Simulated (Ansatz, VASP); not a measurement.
Rh: VASP beside Ansatz

```xyz
1
Lattice="0.0000 1.7709 1.7709 1.7709 0.0000 1.7709 1.7709 1.7709 0.0000" Properties=species:S:1:pos:R:3 pbc="T T T"
Rh    0.0000    0.0000    0.0000
```

Change from the starting cell: volume scaled by 0.84, PAW files.

Alike in both runs: task single point; functional LDA; k mesh 17 × 17 × 17; occupations fermi-dirac, width 0.05 eV; no spin polarisation.

|  | VASP | Ansatz |
| --- | --- | --- |
| version | VASP 6.6.1 | Ansatz 0.2.0 |
| potentials or method | VASP PAW LDA potentials, release 64 (Rh_pv) | PAW with Ansatz's default frozen-core files, scalar-relativistic |
| plane-wave cutoff (eV) | 500 | 420 |
| valence electrons in the cell | 15 | 17 |

```tsv
	VASP	Ansatz	Ansatz less VASP
pressure (GPa)	87.5	85.5	-2.01
```

LDA's correlation is that of Perdew and Zunger in VASP and of Perdew and Wang (1992) in Ansatz. Both programs put the cell under a high pressure, so it lies far from rest at this level. VASP's potentials hold 15 valence electrons a cell and Ansatz's 17, so a difference there can come from the potentials and not from the codes.

Noted on VASP's run: the cell as given lies far from equilibrium.
